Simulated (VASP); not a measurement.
Wanted: the native input for a VASP 6.6.1 run.

```
Task                   : single point
Functional             : LDA
Potentials or basis    : VASP PAW LDA potentials, release 64 (Ca_sv)
Cutoff                 : 520 eV
k mesh                 : 14 × 14 × 14
Occupations            : gaussian, width 0.1 eV
Spin                   : no spin polarisation
Dipole correction      : no
Further INCAR settings : ALGO = Fast; EDIFF = 1e-06; NBANDS = 11
```

The structure of Ca lies in POSCAR:

```
Ca
1.0
    0.0000000000      2.5862097832      2.5862097832
    2.5862097832      0.0000000000      2.5862097832
    2.5862097832      2.5862097832      0.0000000000
Ca
1
Direct
    0.0000000000      0.0000000000      0.0000000000
```

This cell differs from its parent crystal: volume scaled by 0.91.

These files were run (other wordings do the same):

INCAR

```
PREC = Accurate
ENCUT = 520
EDIFF = 1E-6
ISMEAR = 0
SIGMA = 0.1
LREAL = F
LASPH = T
NELM = 100
ALGO = Fast
ISIF = 2
LWAVE = F
LCHARG = T
GGA = CA
LELF = T
LVHAR = T
NBANDS = 11
```

KPOINTS

```
regular mesh
0
Gamma
  14 14 14
```

Potentials or basis: VASP PAW LDA potentials, release 64 (Ca_sv).

Command:

```console
$ cat potpaw_LDA.64/Ca_sv/POTCAR > POTCAR
$ mpirun -np 1 vasp_std > vasp.out
```

It gave:

```json
{"Pressure": "2.1 GPa", "Band gap on the k mesh": "zero (band 5 reaches 2.66 eV, above the bottom of band 6 at 2.64 eV)"}
```

Run time: 28 s on 1 thread of Intel(R) Xeon(R) Platinum 8559C (Emerald Rapids), on a shared host, peak memory 0.16 GiB.
